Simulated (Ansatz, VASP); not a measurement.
One calculation of Al, two programs

Contents of INCAR:

```
SYSTEM = Al
PREC = Accurate
ENCUT = 520
EDIFF = 1E-6
ISMEAR = 0
SIGMA = 0.15
LREAL = .False.
LASPH = .True.
NELM = 60
ALGO = Fast
ISIF = 2
LWAVE = .False.
LCHARG = .False.
GGA = PS
IVDW = 12
NBANDS = 8
```

File KPOINTS:

```
Automatic mesh
0
Gamma
  22 22 22
  0 0 0
```

Contents of POSCAR:

```
Al
1.0
    0.0000000000      2.0239800000      2.0239800000
    2.0239800000      0.0000000000      2.0239800000
    2.0239800000      2.0239800000      0.0000000000
Al
1
Direct
    0.0000000000      0.0000000000      0.0000000000
```

Input for Ansatz:

```yaml
crystal:
  lattice:
    - [0.0, 2.02398, 2.02398]
    - [2.02398, 0.0, 2.02398]
    - [2.02398, 2.02398, 0.0]
  atoms:
    - { symbol: Al, position: [0.0, 0.0, 0.0] }
basis:
  ecutwfc: 420
kpoints:
  mp_grid: { grid: [22, 22, 22] }
hamiltonian:
  xc: pbesol
  dispersion: d3bj
scf:
  occupations: { method: gaussian, width: 0.15 }
output:
  forces: true
  stress: true
  eigenvalues: true
```

Alike in both runs: task single point; functional PBEsol; dispersion D3(BJ); k mesh 22 × 22 × 22; occupations gaussian, width 0.15 eV; no spin polarisation.

|  | VASP | Ansatz |
| --- | --- | --- |
| version | VASP 6.6.1 | Ansatz 0.2.0 |
| potentials or method | VASP PAW PBE potentials, release 64 (Al), cutoff 520 eV | scalar-relativistic, plane waves, PAW |
| valence electrons in the cell | 3 | 3 |

Ansatz gave:

| Item | Value |
| --- | --- |
| gap on the k mesh at the Fermi level (eV) | none |
| pressure (GPa) | -5.0 |

Q: What did VASP give for the same quantities?

A: gap on the k mesh at the Fermi level (eV): none; pressure (GPa): -4.9.

VASP's potentials were made for PBE, not for PBEsol. A gap of «none» marks a metal or a gap that the smearing closes.
